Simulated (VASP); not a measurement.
# Si (P6_3/mmc) in VASP: further runs

Si is run at these levels: LDA; tasks: single point.

Everything below comes from runs of VASP 6.6.1. Logs are shortened: lines on timing, memory, paths and dates and some standing lists are left out, and cuts for length are marked.

## 1. The cell of the first run

It takes space group P6_3/mmc (No. 194, hexagonal). The conventional cell has a = 3.661 Å, b = 3.661 Å, c = 6.782 Å, α = 90.00°, β = 90.00°, γ = 120.00°. Si (site symmetry 3m) has 4 Si at 2.20 to 2.79 Å within 2.9 Å.

This isn't the form of Si at room conditions, which is diamond.

## 2. Single point, LDA

INCAR reads:

```
  ALGO = Normal
  EDIFF = 1E-7
  ENCUT = 520
  GGA = CA
  ISIF = 2
  ISMEAR = 0
  LASPH = True
  LCHARG = False
  LREAL = False
  LWAVE = False
  NBANDS = 16
  NELM = 80
  PREC = Accurate
  SIGMA = 0.03
```

KPOINTS reads:

```
k-points
0
Gamma
  12 12 6
```

POSCAR reads:

```
Si
1.0
    3.6607427577      0.0000000000      0.0000000000
   -1.8303713789      3.1702962248      0.0000000000
    0.0000000000      0.0000000000      6.7822581071
Si
4
Direct
    0.3333333333      0.6666666667      0.0439541821
    0.6666666667      0.3333333333      0.5439541821
    0.3333333333      0.6666666667      0.4560458179
    0.6666666667      0.3333333333      0.9560458179
```

Potentials or basis: VASP PAW LDA potentials, release 64 (Si).

On the command line:

```
$ cat potpaw_LDA.64/Si/POTCAR > POTCAR
$ mpirun -np 1 vasp_std > vasp.out
```

OUTCAR:

```text
EDIFF = 1E-7
   ENCUT = 520
   GGA = CA
   ISIF = 2
   ISMEAR = 0
   LASPH = True
   LREAL = False
   NELM = 80
   PREC = Accurate

 ion  position               nearest neighbor table
   1  0.333  0.667  0.044-   4 2.20   4 2.20   4 2.20   3 2.79
   2  0.667  0.333  0.544-   3 2.20   3 2.20   3 2.20   4 2.79
   3  0.333  0.667  0.456-   2 2.20   2 2.20   2 2.20   1 2.79
   4  0.667  0.333  0.956-   1 2.20   1 2.20   1 2.20   2 2.79

  LATTYP: Found a hexagonal cell.
 ALAT       =     3.6607427577
 C/A-ratio  =     1.8527000000

  Lattice vectors:

 A1 = (   3.6607427577,   0.0000000000,   0.0000000000)
 A2 = (  -1.8303713789,   3.1702962248,   0.0000000000)
 A3 = (   0.0000000000,   0.0000000000,   6.7822581071)

Analysis of symmetry for initial positions (statically):
=====================================================================
 Subroutine PRICEL returns:
 Original cell was already a primitive cell.

 Routine SETGRP: Setting up the symmetry group for a
 hexagonal supercell.

 Subroutine GETGRP returns: Found 24 space group operations
 (whereof 12 operations were pure point group operations)
 out of a pool of 24 trial point group operations.

The static configuration has the point symmetry D_3d.
 The point group associated with its full space group is D_6h.

Analysis of symmetry for dynamics (positions and initial velocities):
=====================================================================
 Subroutine PRICEL returns:
 Original cell was already a primitive cell.

 Routine SETGRP: Setting up the symmetry group for a
 hexagonal supercell.

 Subroutine GETGRP returns: Found 24 space group operations
 (whereof 12 operations were pure point group operations)
 out of a pool of 24 trial point group operations.

The dynamic configuration has the point symmetry D_3d.
 The point group associated with its full space group is D_6h.

 Subroutine INISYM returns: Found 24 space group operations
 (whereof 12 operations are pure point group operations),
 and found     1 'primitive' translations

----------------------------------------------------------------------------------------

                                     Primitive cell

  volume of cell :      78.7124

  direct lattice vectors                    reciprocal lattice vectors
     3.660742758  0.000000000  0.000000000     0.273168607  0.157713969  0.000000000
    -1.830371379  3.170296225  0.000000000     0.000000000  0.315427938  0.000000000
     0.000000000  0.000000000  6.782258107     0.000000000  0.000000000  0.147443519

  length of vectors
     3.660742758  3.660742758  6.782258107     0.315427938  0.315427938  0.147443519

  position of ions in fractional coordinates (direct lattice)
     0.333333333  0.666666667  0.043954182
     0.666666667  0.333333333  0.543954182
     0.333333333  0.666666667  0.456045818
     0.666666667  0.333333333  0.956045818

  ion indices of the primitive-cell ions
   primitive index   ion index
                 1           1
                 2           2
                 3           3
                 4           4

----------------------------------------------------------------------------------------

 KPOINTS: k-points

Automatic generation of k-mesh.
 Grid dimensions read from file:
 generate k-points for:   12   12    6

 Generating k-lattice:

  Cartesian coordinates                     Fractional coordinates (reciprocal lattice)
     0.022764051  0.013142831  0.000000000     0.083333333 -0.000000000  0.000000000
     0.000000000  0.026285661  0.000000000     0.000000000  0.083333333  0.000000000
     0.000000000  0.000000000  0.024573920     0.000000000  0.000000000  0.166666667

  Length of vectors
     0.026285661  0.026285661  0.024573920

  Shift w.r.t. Gamma in fractional coordinates (k-lattice)
     0.000000000  0.000000000  0.000000000

 Subroutine IBZKPT returns following result:
 ===========================================

 Found     76 irreducible k-points:

 Following reciprocal coordinates:
            Coordinates               Weight
  0.000000  0.000000  0.000000      1.000000
  0.083333  0.000000  0.000000      6.000000
  0.166667  0.000000  0.000000      6.000000
  0.250000  0.000000  0.000000      6.000000
  0.333333 -0.000000  0.000000      6.000000
  0.416667  0.000000  0.000000      6.000000
[... 16 lines left out ...]
  0.250000  0.000000  0.166667     12.000000
  0.333333 -0.000000  0.166667     12.000000
 [... further k-points ...]
   k-points           NKPTS =     76   k-points in BZ     NKDIM =     76   number of bands    NBANDS=     16
   number of dos      NEDOS =    301   number of ions     NIONS =      4
   total plane-waves  NPLWV =  39200
   dimension x,y,z NGX =    28 NGY =   28 NGZ =   50
   dimension x,y,z NGXF=    56 NGYF=   56 NGZF=  100
   ions per type =               4
   NGX,Y,Z   is equivalent  to a cutoff of  12.72, 12.72, 12.26 a.u.
   NGXF,Y,Z  is equivalent  to a cutoff of  25.43, 25.43, 24.51 a.u.
 SYSTEM =  unknown system
   PREC   = accura    normal or accurate (medium, high low for compatibility)
   ISTART =      0    job   : 0-new  1-cont  2-samecut
   ICHARG =      2    charge: 1-file 2-atom 10-const
   ISPIN  =      1    spin polarized calculation?
   LNONCOLLINEAR =      F non collinear calculations
   LSORBIT =      F    spin-orbit coupling
   LASPH  =      T    aspherical Exc in radial PAW
   ENCUT  =  520.0 eV  38.22 Ry    6.18 a.u.   6.81  6.81 12.61*2*pi/ulx,y,z
   NELM   =     80;   NELMIN=  2; NELMDL= -5     # of ELM steps
   EDIFF  = 0.1E-06   stopping-criterion for ELM
   LREAL  =      F    real-space projection
   EDIFFG = 0.1E-05   stopping-criterion for IOM
   NSW    =      0    number of steps for IOM
   IBRION =     -1    ionic relax: 0-MD 1-quasi-New 2-CG
   NFREE  =      0    steps in history (QN), initial steepest desc. (CG)
   ISIF   =      2    stress and relaxation
   ISYM   =      2    0-nonsym 1-usesym 2-fastsym
   POTIM  = 0.5000    time-step for ionic-motion
   TEBEG  =    0.0;   TEEND  =   0.0 temperature during run
   PSTRESS=    0.0 pullay stress
   NELECT =      16.0000    total number of electrons
   NUPDOWN=      -1.0000    fix difference up-down
   EMIN   =  10.00;   EMAX   =-10.00  energy-range for DOS
   EFERMI =   0.00;   METHOD = LEGACY
   ISMEAR =     0;   SIGMA  =   0.03  broadening in eV -4-tet -1-fermi 0-gaus
   EFERMI_NEDOS =   21; number of points for ismear=-14 and -15
   IALGO  =     38    algorithm
   IMIX   =      4    mixing-type and parameters
     AMIX     =   0.40;   BMIX     =  1.00
     AMIX_MAG =   1.60;   BMIX_MAG =  1.00
  volume/ion in A,a.u.               =      19.68       132.79
  Fermi-wavevector in a.u.,A,eV,Ry     =   0.962573  1.818999 12.606436  0.926547
  Thomas-Fermi vector in A             =   2.092044
   LORBIT       =      0    0 simple, 1 ext, 2 COOP (PROOUT), +10 PAW based schemes
   GGA     = CA    functional components
   LHFCALC =     F    Hartree Fock is set to
   AEXX    =    0.0000 exact exchange contribution
   IVDW    =     0    specifies the selected vdW correction
   LEPSILON=     F    determine dielectric tensor
   LRPA    =     F    only Hartree local field effects (RPA)
 non-spin polarized calculation
 Gauss-broadening in eV      SIGMA  =   0.03
  energy-cutoff  :      520.00
  volume of cell :       78.71
 maximum number of plane-waves:      2140
 NGX is ok and might be reduce to    28
   NGX = 13   NGY = 13   NGZ = 25

 number of electron      16.0000000 magnetization

 Free energy of the ion-electron system (eV)
  ---------------------------------------------------
  ext. energy  EPLUGINS =         0.00000000
  ---------------------------------------------------
  free energy    TOTEN  =       -22.44143993 eV

  energy without entropy =      -22.44143841  energy(sigma->0) =      -22.44143917

 E-fermi :   6.4828     XC(G=0):  -9.6398

 val. band max:        6.4152001351   @ k =   0.1667   0.0000   0.0000
 cond. band min:       6.5552967776   @ k =   0.4167   0.0000   0.3333
 fundamental gap:      0.1400966425
 Fermi energy:         6.4827951171

 k-point     1 :       0.0000    0.0000    0.0000
  band No.  band energies     occupation
      1      -6.4011      2.00000
      2      -5.0765      2.00000
      3      -0.2719      2.00000
      4       4.7527      2.00000
      5       4.7527      2.00000
      6       5.4959      2.00000
[... 8 lines left out ...]
     15      10.3537      0.00000
     16      13.1324      0.00000

 k-point     2 :       0.0833    0.0000    0.0000
  band No.  band energies     occupation
      1      -6.3090      2.00000
      2      -4.9849      2.00000
      3      -0.1947      2.00000
      4       4.0503      2.00000
      5       4.5606      2.00000
      6       4.9035      2.00000
[... 8 lines left out ...]
     15      10.9249      0.00000
     16      12.0743      0.00000

 k-point     3 :       0.1667    0.0000    0.0000
  band No.  band energies     occupation
      1      -6.0342      2.00000
      2      -4.7117      2.00000
      3       0.0188      2.00000
      4       2.7185      2.00000
      5       3.6487      2.00000
      6       4.1392      2.00000
[... 8 lines left out ...]
     15      11.0513      0.00000
     16      12.2898      0.00000

 k-point     4 :       0.2500    0.0000    0.0000
  band No.  band energies     occupation
      1      -5.5832      2.00000
      2      -4.2632      2.00000
      3       0.2040      2.00000
      4       1.4914      2.00000
      5       2.2516      2.00000
      6       3.6996      2.00000
[... 8 lines left out ...]
     15      12.3222      0.00000
     16      12.3913      0.00000
[... 324 lines left out ...]
 k-point    22 :       0.1667    0.0000    0.1667
  band No.  band energies     occupation
      1      -5.9701      2.00000
      2      -4.8424      2.00000
      3       0.3005      2.00000
      4       2.7747      2.00000
      5       3.5369      2.00000
      6       4.1831      2.00000
[... 8 lines left out ...]
     15      11.2609      0.00000
     16      12.2163      0.00000

 k-point    23 :       0.2500    0.0000    0.1667
  band No.  band energies     occupation
      1      -5.5194      2.00000
      2      -4.3941      2.00000
      3       0.4337      2.00000
      4       1.6004      2.00000
      5       2.1369      2.00000
      6       3.7447      2.00000
[... 8 lines left out ...]
     15      12.2003      0.00000
     16      12.5494      0.00000

 k-point    24 :       0.3333   -0.0000    0.1667
  band No.  band energies     occupation
      1      -4.9096      2.00000
      2      -3.7876      2.00000
      3      -0.3861      2.00000
      4       0.7912      2.00000
      5       1.6010      2.00000
      6       3.3929      2.00000
[... 8 lines left out ...]
     15      13.3755      0.00000
     16      13.4573      0.00000

 [... further k-points ...]

------------------------ aborting loop because EDIFF is reached ----------------------------------------

  FORCE on cell =-STRESS in cart. coord.  units (eV):
  Direction    XX          YY          ZZ          XY          YZ          ZX
  --------------------------------------------------------------------------------------
  -------------------------------------------------------------------------------------
  Total        8.5646955      8.5646955     -5.1360019     -0.0000000     -0.0000000      0.0000000
  in kB      174.3328134    174.3328134   -104.5423806     -0.0000000     -0.0000000      0.0000000
  external PRESSURE =      81.3744154 kB  Pullay stress =       0.0000000 kB

 VOLUME and BASIS-vectors are now :
 -----------------------------------------------------------------------------
  energy-cutoff  :      520.00
  volume of cell :       78.71
      direct lattice vectors                 reciprocal lattice vectors
     3.660742758  0.000000000  0.000000000     0.273168607  0.157713969  0.000000000
    -1.830371379  3.170296225  0.000000000     0.000000000  0.315427938  0.000000000
     0.000000000  0.000000000  6.782258107     0.000000000  0.000000000  0.147443519

 POSITION                                       TOTAL-FORCE (eV/Angst)
 -----------------------------------------------------------------------------------
     -0.00000      2.11353      0.29811         0.000000      0.000000      2.301763
      1.83037      1.05677      3.68924        -0.000000     -0.000000      2.301763
     -0.00000      2.11353      3.09302         0.000000      0.000000     -2.301763
      1.83037      1.05677      6.48415        -0.000000     -0.000000     -2.301763
 -----------------------------------------------------------------------------------
    total drift:                               -0.000000      0.000000     -0.000000

  FREE ENERGIE OF THE ION-ELECTRON SYSTEM (eV)
  ---------------------------------------------------
  free  energy   TOTEN  =       -22.4414399316 eV

  energy  without entropy=      -22.4414384102  energy(sigma->0) =      -22.44143917
```

It took 2.1 min on 1 thread of Intel Xeon 8259CL, shared host; peak memory 0.19 GiB.

What came out:

```
Free energy            : -22.4414 eV
Pressure               : 8.1 GPa
Largest force          : 2.302 eV/Å
Band gap on the k mesh : 0.14 eV (least direct gap 0.18 eV)
```

Forces in eV/Å, atoms in the order of the input:
```
Si   0.000  0.000  2.302
Si   0.000  0.000  2.302
Si   0.000  0.000 -2.302
Si   0.000  0.000 -2.302
```

Stress tensor (GPa, compression positive):
```
 17.43   0.00   0.00
  0.00  17.43   0.00
  0.00   0.00 -10.45
```

Caveat: the cell stands under pressure; forces of over 1 eV/Å act on the atoms, so gaps and moduli don't describe the material at rest.

## 3. Single point, LDA

INCAR reads:

```
SYSTEM = Si
ALGO = Normal ; EDIFF = 1E-6
ENCUT = 520 ; GGA = CA
ISIF = 2 ; ISMEAR = 0
LASPH = .TRUE. ; LCHARG = .FALSE.
LREAL = .FALSE. ; LWAVE = .FALSE.
NBANDS = 16 ; NELM = 80
PREC = Accurate ; SIGMA = 0.03
```

KPOINTS reads:

```
k-points
0
G
  12 12 6
  0 0 0
```

POSCAR reads:

```
Si
1.0
    3.6607427577      0.0000000000      0.0000000000
   -1.8303713789      3.1702962248      0.0000000000
    0.0000000000      0.0000000000      6.7822581071
Si
4
Direct
    0.3333333333      0.6666666667      0.0725769780
    0.6666666667      0.3333333333      0.5725769780
    0.3333333333      0.6666666667      0.4274230220
    0.6666666667      0.3333333333      0.9274230220
```

Potentials or basis: VASP PAW LDA potentials, release 64 (Si).

On the command line:

```
$ cat potpaw_LDA.64/Si/POTCAR > POTCAR
$ mpirun -np 1 vasp_std > vasp.out
```

Run time: 1.7 min. Hardware: 1 thread of Intel Xeon 8259CL, shared host; peak memory 0.2 GiB.

Results (log left out):

```
Free energy            : -23.4115 eV
Pressure               : -0.7 GPa
Largest force          : 0.534 eV/Å
Band gap on the k mesh : zero (bands 8 and 9 overlap by 0.37 eV)
```

Forces on the atoms (eV/Å):
```
Si   0.000  0.000 -0.534
Si   0.000  0.000 -0.534
Si   0.000  0.000  0.534
Si   0.000  0.000  0.534
```

Stress tensor (GPa, compression positive):
```
  4.96   0.00   0.00
  0.00   4.96   0.00
  0.00   0.00 -12.06
```

Levels at points of the mesh, in eV from the Fermi level:
```tsv
k point	band 6	band 7	band 8	band 9	band 10	band 11
(0.00, 0.00, 0.00)	-0.90	0.31	0.31	0.45	2.19	2.34
(0.50, 0.00, 0.00)	-3.49	-2.70	-1.40	0.72	1.82	2.17
(0.00, 0.00, 0.50)	-0.42	-0.42	-0.42	2.62	2.62	3.24
(0.50, 0.00, 0.50)	-3.24	-2.17	-2.17	0.17	0.17	1.53
```

Caveat: semilocal functionals underestimate gaps, so a narrow gap can read as zero.

(Continued in part 2 of 2.)
